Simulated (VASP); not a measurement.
# WSe2 in VASP: a series of runs

WSe2 is run at these levels: LDA; tasks: single point.

All numbers are computed with VASP 6.6.1; they aren't measurements. Logs are shortened: lines on timing, memory, paths and dates and some standing lists are left out, and cuts for length are marked.

## (1) The cell of the first run

The cell holds a slab with vacuum, 3 atoms: a = 3.175 Å, b = 3.233 Å, c = 15.937 Å, α = 93.29°, β = 83.34°, γ = 122.02°.

## (2) Single point, LDA (atoms moved at random and the cell strained at random)

INCAR reads:

```
SYSTEM = WSe2
PREC = Accurate
ENCUT = 520
EDIFF = 1E-6
ISMEAR = 0
SIGMA = 0.05
LREAL = .FALSE.
LASPH = .TRUE.
NELM = 100
ALGO = Normal
ISIF = 2
LWAVE = .FALSE.
LCHARG = .FALSE.
GGA = CA
NBANDS = 20
```

KPOINTS reads:

```
regular mesh
0
G
  12 12 2
  0 0 0
```

POSCAR reads:

```
WSe2
1.0
    3.1683912536     -0.0736141138      0.1843277587
   -1.6479473194      2.7801034895     -0.0909871200
    0.9254417754      0.0068220577     15.9104968356
W Se
1 2
Direct
   -0.0043251593      0.0132692761     -0.0010626711
    0.3814904526      0.6862459040      0.1015360390
    0.2895013733      0.6338181532      0.8995266321
```

Potentials or basis: VASP PAW LDA potentials, release 64 (W_sv, Se).

Command:

```
cat potpaw_LDA.64/W_sv/POTCAR potpaw_LDA.64/Se/POTCAR > POTCAR
mpirun -np 1 vasp_std > vasp.out
```

OUTCAR:

```text
SYSTEM = WSe2
   PREC = Accurate
   ENCUT = 520
   EDIFF = 1E-6
   ISMEAR = 0
   LREAL = .FALSE.
   LASPH = .TRUE.
   NELM = 100
   ISIF = 2
   GGA = CA

 ion  position               nearest neighbor table
   1  0.996  0.013  0.999-   2 2.21   3 2.33   3 2.35   2 2.48   3 2.59   2 2.71
   2  0.381  0.686  0.102-   1 2.21   1 2.48   1 2.71
   3  0.290  0.634  0.900-   1 2.33   1 2.35   1 2.59

  LATTYP: Found a triclinic cell.
 ALAT       =     3.1057280906
 B/A-ratio  =     1.0221764658
 C/A-ratio  =     5.1773241924
 COS(alpha) =     0.0082600200
 COS(beta)  =     0.1586134554
 COS(gamma) =     0.4701408488

  Lattice vectors:

 A1 = (  -1.5204439342,  -2.7064893757,  -0.0933406387)
 A2 = (  -3.1683912536,   0.0736141138,  -0.1843277587)
 A3 = (   0.7225055440,  -2.7869255472, -15.8195097156)

Analysis of symmetry for initial positions (statically):
=====================================================================
 Subroutine PRICEL returns:
 Original cell was already a primitive cell.

 Routine SETGRP: Setting up the symmetry group for a
 triclinic supercell.

 Subroutine GETGRP returns: Found  1 space group operations
 (whereof  1 operations were pure point group operations)
 out of a pool of  2 trial point group operations.

The static configuration has the point symmetry C_1 .

Analysis of symmetry for dynamics (positions and initial velocities):
=====================================================================
 Subroutine PRICEL returns:
 Original cell was already a primitive cell.

 Routine SETGRP: Setting up the symmetry group for a
 triclinic supercell.

 Subroutine GETGRP returns: Found  1 space group operations
 (whereof  1 operations were pure point group operations)
 out of a pool of  2 trial point group operations.

The dynamic configuration has the point symmetry C_1 .

 Subroutine INISYM returns: Found  1 space group operations
 (whereof  1 operations are pure point group operations),
 and found     1 'primitive' translations

----------------------------------------------------------------------------------------

                                     Primitive cell

  volume of cell :     137.7486

  direct lattice vectors                    reciprocal lattice vectors
     3.168391254 -0.073614114  0.184327759     0.321117186  0.189732992 -0.018759290
    -1.647947319  2.780103490 -0.090987120     0.008511843  0.364723039 -0.000651480
     0.925441775  0.006822058 15.910496836    -0.003671560 -0.000112376  0.063065195

  length of vectors
     3.174602163  3.233107551 15.937389955     0.373452495  0.364822931  0.063172081

  position of ions in fractional coordinates (direct lattice)
     0.995674841  0.013269276  0.998937329
     0.381490453  0.686245904  0.101536039
     0.289501373  0.633818153  0.899526632

  ion indices of the primitive-cell ions
   primitive index   ion index
                 1           1
                 2           2
                 3           3

----------------------------------------------------------------------------------------

 KPOINTS: regular mesh

Automatic generation of k-mesh.
 Grid dimensions read from file:
 generate k-points for:   12   12    2

 Generating k-lattice:

  Cartesian coordinates                     Fractional coordinates (reciprocal lattice)
     0.026759766  0.015811083 -0.001563274     0.083333333  0.000000000  0.000000000
     0.000709320  0.030393587 -0.000054290    -0.000000000  0.083333333  0.000000000
    -0.001835780 -0.000056188  0.031532597    -0.000000000  0.000000000  0.500000000

  Length of vectors
     0.031121041  0.030401911  0.031586040

  Shift w.r.t. Gamma in fractional coordinates (k-lattice)
     0.000000000  0.000000000  0.000000000

 Subroutine IBZKPT returns following result:
 ===========================================

 Found    148 irreducible k-points:

 Following reciprocal coordinates:
            Coordinates               Weight
  0.000000  0.000000  0.000000      1.000000
  0.083333  0.000000 -0.000000      2.000000
  0.166667  0.000000 -0.000000      2.000000
  0.250000  0.000000 -0.000000      2.000000
  0.333333  0.000000 -0.000000      2.000000
  0.416667  0.000000 -0.000000      2.000000
[... 16 lines left out ...]
  0.250000  0.166667 -0.000000      2.000000
  0.333333  0.166667 -0.000000      2.000000
 [... further k-points ...]
   k-points           NKPTS =    148   k-points in BZ     NKDIM =    148   number of bands    NBANDS=     20
   number of dos      NEDOS =    301   number of ions     NIONS =      3
   total plane-waves  NPLWV =  69120
   dimension x,y,z NGX =    24 NGY =   24 NGZ =  120
   dimension x,y,z NGXF=    48 NGYF=   48 NGZF=  240
   ions per type =               1   2
   NGX,Y,Z   is equivalent  to a cutoff of  12.57, 12.34, 12.52 a.u.
   NGXF,Y,Z  is equivalent  to a cutoff of  25.14, 24.68, 25.03 a.u.
 SYSTEM =  WSe2
   PREC   = accura    normal or accurate (medium, high low for compatibility)
   ISTART =      0    job   : 0-new  1-cont  2-samecut
   ICHARG =      2    charge: 1-file 2-atom 10-const
   ISPIN  =      1    spin polarized calculation?
   LNONCOLLINEAR =      F non collinear calculations
   LSORBIT =      F    spin-orbit coupling
   LASPH  =      T    aspherical Exc in radial PAW
   ENCUT  =  520.0 eV  38.22 Ry    6.18 a.u.   5.90  6.01 29.63*2*pi/ulx,y,z
   NELM   =    100;   NELMIN=  2; NELMDL= -5     # of ELM steps
   EDIFF  = 0.1E-05   stopping-criterion for ELM
   LREAL  =      F    real-space projection
   EDIFFG = 0.1E-04   stopping-criterion for IOM
   NSW    =      0    number of steps for IOM
   IBRION =     -1    ionic relax: 0-MD 1-quasi-New 2-CG
   NFREE  =      0    steps in history (QN), initial steepest desc. (CG)
   ISIF   =      2    stress and relaxation
   ISYM   =      2    0-nonsym 1-usesym 2-fastsym
   POTIM  = 0.5000    time-step for ionic-motion
   TEBEG  =    0.0;   TEEND  =   0.0 temperature during run
   PSTRESS=    0.0 pullay stress
   NELECT =      26.0000    total number of electrons
   NUPDOWN=      -1.0000    fix difference up-down
   EMIN   =  10.00;   EMAX   =-10.00  energy-range for DOS
   EFERMI =   0.00;   METHOD = LEGACY
   ISMEAR =     0;   SIGMA  =   0.05  broadening in eV -4-tet -1-fermi 0-gaus
   EFERMI_NEDOS =   21; number of points for ismear=-14 and -15
   IALGO  =     38    algorithm
   IMIX   =      4    mixing-type and parameters
     AMIX     =   0.40;   BMIX     =  1.00
     AMIX_MAG =   1.60;   BMIX_MAG =  1.00
  volume/ion in A,a.u.               =      45.92       309.86
  Fermi-wavevector in a.u.,A,eV,Ry     =   0.939082  1.774608 11.998639  0.881875
  Thomas-Fermi vector in A             =   2.066358
   LORBIT       =      0    0 simple, 1 ext, 2 COOP (PROOUT), +10 PAW based schemes
   GGA     = CA    functional components
   LHFCALC =     F    Hartree Fock is set to
   AEXX    =    0.0000 exact exchange contribution
   IVDW    =     0    specifies the selected vdW correction
   LEPSILON=     F    determine dielectric tensor
   LRPA    =     F    only Hartree local field effects (RPA)
 non-spin polarized calculation
 Gauss-broadening in eV      SIGMA  =   0.05
  energy-cutoff  :      520.00
  volume of cell :      137.75
 maximum number of plane-waves:      3764
   NGX = 11   NGY = 13   NGZ = 59

 number of electron      26.0000001 magnetization

 Free energy of the ion-electron system (eV)
  ---------------------------------------------------
  ext. energy  EPLUGINS =         0.00000000
  ---------------------------------------------------
  free energy    TOTEN  =       -22.69326866 eV

  energy without entropy =      -22.69326866  energy(sigma->0) =      -22.69326866

 E-fermi :   0.0079     XC(G=0):  -5.2586

 val. band max:       -0.3485635640   @ k =   0.3333   0.3333   0.5000
 cond. band min:       1.1732189097   @ k =  -0.3333   0.1667   0.0000
 fundamental gap:      1.5217824737
 Fermi energy:         0.0079406265

 k-point     1 :       0.0000    0.0000    0.0000
  band No.  band energies     occupation
      1     -73.6934      2.00000
      2     -38.4514      2.00000
      3     -38.1596      2.00000
      4     -38.1046      2.00000
      5     -16.0197      2.00000
      6     -14.3554      2.00000
[... 12 lines left out ...]
     19       4.8048      0.00000
     20       5.6876      0.00000

 k-point     2 :       0.0833    0.0000   -0.0000
  band No.  band energies     occupation
      1     -73.6919      2.00000
      2     -38.4470      2.00000
      3     -38.1669      2.00000
      4     -38.1310      2.00000
      5     -15.8878      2.00000
      6     -14.2967      2.00000
[... 12 lines left out ...]
     19       4.9305      0.00000
     20       6.0013      0.00000

 k-point     3 :       0.1667    0.0000   -0.0000
  band No.  band energies     occupation
      1     -73.6878      2.00000
      2     -38.4369      2.00000
      3     -38.2054      2.00000
      4     -38.1820      2.00000
      5     -15.5095      2.00000
      6     -14.1282      2.00000
[... 12 lines left out ...]
     19       5.3486      0.00000
     20       6.4993      0.00000

 k-point     4 :       0.2500    0.0000   -0.0000
  band No.  band energies     occupation
      1     -73.6821      2.00000
      2     -38.4351      2.00000
      3     -38.2871      2.00000
      4     -38.2087      2.00000
      5     -14.9384      2.00000
      6     -13.8756      2.00000
[... 12 lines left out ...]
     19       5.9937      0.00000
     20       6.8612      0.00000

 k-point     5 :       0.3333    0.0000   -0.0000
  band No.  band energies     occupation
      1     -73.6765      2.00000
      2     -38.4725      2.00000
      3     -38.3291      2.00000
      4     -38.2338      2.00000
      5     -14.2726      2.00000
      6     -13.5911      2.00000
[... 12 lines left out ...]
     19       6.5464      0.00000
     20       6.8025      0.00000

 k-point     6 :       0.4167    0.0000   -0.0000
  band No.  band energies     occupation
      1     -73.6723      2.00000
      2     -38.5274      2.00000
      3     -38.3313      2.00000
      4     -38.2519      2.00000
      5     -13.6770      2.00000
      6     -13.3665      2.00000
[... 12 lines left out ...]
     19       6.4138      0.00000
     20       7.1445      0.00000

 k-point     7 :       0.5000    0.0000   -0.0000
  band No.  band energies     occupation
      1     -73.6708      2.00000
      2     -38.5503      2.00000
      3     -38.3292      2.00000
      4     -38.2584      2.00000
      5     -13.3885      2.00000
      6     -13.3152      2.00000
[... 12 lines left out ...]
     19       6.5845      0.00000
     20       7.4524      0.00000
[... 277 lines left out ...]
 k-point    20 :      -0.0000    0.1667   -0.0000
  band No.  band energies     occupation
      1     -73.6882      2.00000
      2     -38.4351      2.00000
      3     -38.2351      2.00000
      4     -38.1482      2.00000
      5     -15.5177      2.00000
      6     -14.1600      2.00000
[... 12 lines left out ...]
     19       5.4155      0.00000
     20       6.5545      0.00000

 k-point    21 :       0.0833    0.1667    0.0000
  band No.  band energies     occupation
      1     -73.6843      2.00000
      2     -38.4319      2.00000
      3     -38.2830      2.00000
      4     -38.1763      2.00000
      5     -15.1434      2.00000
      6     -14.0087      2.00000
[... 12 lines left out ...]
     19       5.8582      0.00000
     20       6.9577      0.00000

 k-point    22 :       0.1667    0.1667   -0.0000
  band No.  band energies     occupation
      1     -73.6793      2.00000
      2     -38.4481      2.00000
      3     -38.3238      2.00000
      4     -38.2124      2.00000
      5     -14.5986      2.00000
      6     -13.7789      2.00000
[... 12 lines left out ...]
     19       6.4859      0.00000
     20       7.5545      0.00000

 k-point    23 :       0.2500    0.1667   -0.0000
  band No.  band energies     occupation
      1     -73.6745      2.00000
      2     -38.4893      2.00000
      3     -38.3303      2.00000
      4     -38.2533      2.00000
      5     -13.9862      2.00000
      6     -13.5151      2.00000
[... 12 lines left out ...]
     19       7.0204      0.00000
     20       7.2953      0.00000

 k-point    24 :       0.3333    0.1667   -0.0000
  band No.  band energies     occupation
      1     -73.6713      2.00000
      2     -38.5208      2.00000
      3     -38.3243      2.00000
      4     -38.2888      2.00000
      5     -13.4774      2.00000
      6     -13.2933      2.00000
[... 12 lines left out ...]
     19       7.4186      0.00000
     20       7.8524      0.00000

 [... further k-points ...]

------------------------ aborting loop because EDIFF is reached ----------------------------------------

  FORCE on cell =-STRESS in cart. coord.  units (eV):
  Direction    XX          YY          ZZ          XY          YZ          ZX
  --------------------------------------------------------------------------------------
  -------------------------------------------------------------------------------------
  Total        6.7557041      7.5372791     10.4634476      2.2796058     -4.3733867    -10.1557580
  in kB       78.5767296     87.6673607    121.7021181     26.5144783    -50.8675957   -118.1233288
  external PRESSURE =      95.9820695 kB  Pullay stress =       0.0000000 kB

 VOLUME and BASIS-vectors are now :
 -----------------------------------------------------------------------------
  energy-cutoff  :      520.00
  volume of cell :      137.75
      direct lattice vectors                 reciprocal lattice vectors
     3.168391254 -0.073614114  0.184327759     0.321117186  0.189732992 -0.018759290
    -1.647947319  2.780103490 -0.090987120     0.008511843  0.364723039 -0.000651480
     0.925441775  0.006822058 15.910496836    -0.003671560 -0.000112376  0.063065195

 POSITION                                       TOTAL-FORCE (eV/Angst)
 -----------------------------------------------------------------------------------
      4.05728     -0.02959     16.07591         2.486173      0.117116     -0.630317
      0.17178      1.88044      1.62337        -4.518265     -1.468477      3.767340
      0.70521      1.74691     14.30761         2.032092      1.351361     -3.137023
 -----------------------------------------------------------------------------------
    total drift:                                0.000040      0.000138     -0.000060

  FREE ENERGIE OF THE ION-ELECTRON SYSTEM (eV)
  ---------------------------------------------------
  free  energy   TOTEN  =       -22.6932686607 eV

  energy  without entropy=      -22.6932686607  energy(sigma->0) =      -22.69326866
```

Wall time 4.7 min (1 thread of Intel Xeon 6975P-C (Granite Rapids), shared host); peak memory 0.5 GiB.

Results:

- Free energy: -22.6933 eV
- Largest force: 6.063 eV/Å
- Band gap on the k mesh: 1.52 eV (least direct gap 1.69 eV)

Forces on the atoms (eV/Å):
```
W    2.486  0.117 -0.630
Se  -4.518 -1.468  3.767
Se   2.032  1.351 -3.137
```

Caveat: the cell differs from its parent crystal (atoms moved at random and the cell strained at random); there is no dipole correction, which matters where the two faces differ; spin-orbit coupling is left out, which moves the levels of the heavy elements.

## (3) Single point, LDA

INCAR reads:

```
PREC     = Accurate       # precision mode
ENCUT    = 520            # plane-wave cutoff, eV
EDIFF    = 1E-6           # SCF threshold, eV
ISMEAR   = 0              # smearing method
SIGMA    = 0.05           # smearing width, eV
LREAL    = False          # projectors in reciprocal space
LASPH    = True           # aspherical terms in the spheres
NELM     = 80             # most SCF steps
ALGO     = Normal         # electronic algorithm
ISIF     = 2              # what is computed and relaxed
LWAVE    = False          # write WAVECAR
LCHARG   = False          # write CHGCAR
GGA      = CA             # functional
NBANDS   = 20             # bands
```

KPOINTS reads:

```
regular mesh
0
Gamma
  12 12 2
```

POSCAR is that of step 2.

Potentials or basis: VASP PAW LDA potentials, release 64 (W_sv, Se).

Command:

```
cat potpaw_LDA.64/W_sv/POTCAR potpaw_LDA.64/Se/POTCAR > POTCAR
mpirun -np 1 vasp_std > vasp.out
```

It took 4.4 min on 1 thread of Intel Xeon 6975P-C (Granite Rapids), shared host; peak memory 0.5 GiB.

The run converged. Its results:

```
Free energy            : -22.6933 eV
Largest force          : 6.063 eV/Å
Band gap on the k mesh : 1.52 eV (least direct gap 1.69 eV)
```

Forces on the atoms (eV/Å):
```
W    2.486  0.117 -0.630
Se  -4.518 -1.468  3.767
Se   2.032  1.351 -3.137
```

Levels at points of the mesh, in eV from the valence-band top:
```tsv
k point	band 10	band 11	band 12	band 13	band 14	band 15	band 16	band 17
(0.00, 0.00, 0.00)	-1.98	-1.66	-1.33	-0.22	2.16	3.15	3.91	4.19
(0.50, 0.00, 0.00)	-3.88	-2.59	-1.20	-0.43	2.64	3.02	3.62	5.05
(0.00, 0.50, 0.00)	-3.29	-2.44	-1.15	-0.54	2.43	2.87	3.80	4.25
(0.50, 0.50, 0.00)	-3.29	-2.44	-0.80	-0.44	2.55	2.89	3.56	4.51
(0.00, 0.00, 0.50)	-1.98	-1.66	-1.33	-0.22	2.16	3.15	3.91	4.20
(0.50, 0.00, 0.50)	-3.88	-2.59	-1.20	-0.43	2.64	3.02	3.62	5.05
(0.00, 0.50, 0.50)	-3.29	-2.44	-1.15	-0.54	2.43	2.87	3.80	4.25
(0.50, 0.50, 0.50)	-3.29	-2.44	-0.80	-0.44	2.55	2.89	3.56	4.51
```

Caveat: there is no dipole correction, which matters where the two faces differ; spin-orbit coupling is left out, which moves the levels of the heavy elements.
